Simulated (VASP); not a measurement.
SiSnO4:

```
CELL_PARAMETERS angstrom
4.58289 0.00000 0.00000
0.00000 4.58289 0.00000
0.00000 0.00000 6.17006
ATOMIC_POSITIONS crystal
Sn 0.00000 0.50000 0.12500
Sn 0.50000 0.00000 0.87500
O 0.69403 0.80597 0.12500
O 0.30597 0.19403 0.12500
O 0.80597 0.30597 0.87500
O 0.19403 0.69403 0.87500
O 0.69403 0.80597 0.62500
O 0.30597 0.19403 0.62500
O 0.80597 0.30597 0.37500
O 0.19403 0.69403 0.37500
Si 0.00000 0.50000 0.62500
Si 0.50000 0.00000 0.37500
```

| Quantity | Value |
| --- | --- |
| Program | VASP 6.6.1 |
| Task | relaxation of cell and atoms |
| Functional | PBE |
| Potentials or basis | VASP PAW PBE potentials, release 64 (Sn_d, O, Si) |
| Cutoff | 600 eV |
| k mesh | 6 × 6 × 4 |
| Occupations | fermi-dirac, width 0.02 eV |
| Spin | no spin polarisation |

At the start: pressure -3.9 GPa; volume 10.80 Å³/atom.

How do energy, volume and symmetry change on relaxing?

Over 18 steps the energy falls by 257.7 meV/atom and the volume is 10.18 Å³/atom (-5.7 %); space group P-42_1m (No. 113, to 0.1 Å) before and after.

Step by step:
| step | energy change (eV) | largest force (eV/Å) | pressure (GPa) | volume (Å³) |
| --- | --- | --- | --- | --- |
| 1 | 0.0000 | 3.6987 | -3.94 | 129.59 |
| 2 | -2.7481 | 2.4220 | -4.01 | 124.65 |
| 3 | -2.7489 | 2.4014 | -4.16 | 124.73 |
| 4 | -2.7632 | 2.8164 | 6.67 | 118.97 |
| 5 | -3.0405 | 0.5423 | 0.21 | 121.75 |
| 6 | -3.0825 | 0.2429 | -0.03 | 121.85 |
| 7 | -3.0825 | 0.2520 | -0.03 | 121.85 |
| 8 | -3.0895 | 0.0970 | 0.39 | 121.84 |
| 9 | -3.0895 | 0.0818 | 0.35 | 121.84 |
| 10 | -3.0916 | 0.0954 | -0.07 | 122.18 |
| 11 | -3.0916 | 0.0969 | -0.07 | 122.18 |
| 12 | -3.0923 | 0.0338 | -0.10 | 122.23 |
| 13 | -3.0923 | 0.0304 | -0.10 | 122.23 |
| 14 | -3.0924 | 0.0093 | 0.09 | 122.13 |
| 15 | -3.0924 | 0.0102 | 0.07 | 122.14 |
| 16 | -3.0924 | 0.0069 | -0.04 | 122.18 |
| 17 | -3.0924 | 0.0067 | -0.03 | 122.18 |
| 18 | -3.0924 | 0.0033 | 0.02 | 122.16 |

Final structure:
```
CELL_PARAMETERS angstrom
4.52236 0.00000 0.00000
0.00000 4.52236 0.00000
0.00000 0.00000 5.97297
ATOMIC_POSITIONS crystal
Sn 0.00000 0.50000 0.13447
Sn 0.50000 0.00000 0.86553
O 0.68080 0.81920 0.15442
O 0.31920 0.18080 0.15442
O 0.81920 0.31920 0.84558
O 0.18080 0.68080 0.84558
O 0.70259 0.79741 0.59779
O 0.29741 0.20259 0.59779
O 0.79741 0.29741 0.40221
O 0.20259 0.70259 0.40221
Si 0.00000 0.50000 0.61332
Si 0.50000 0.00000 0.38668
```
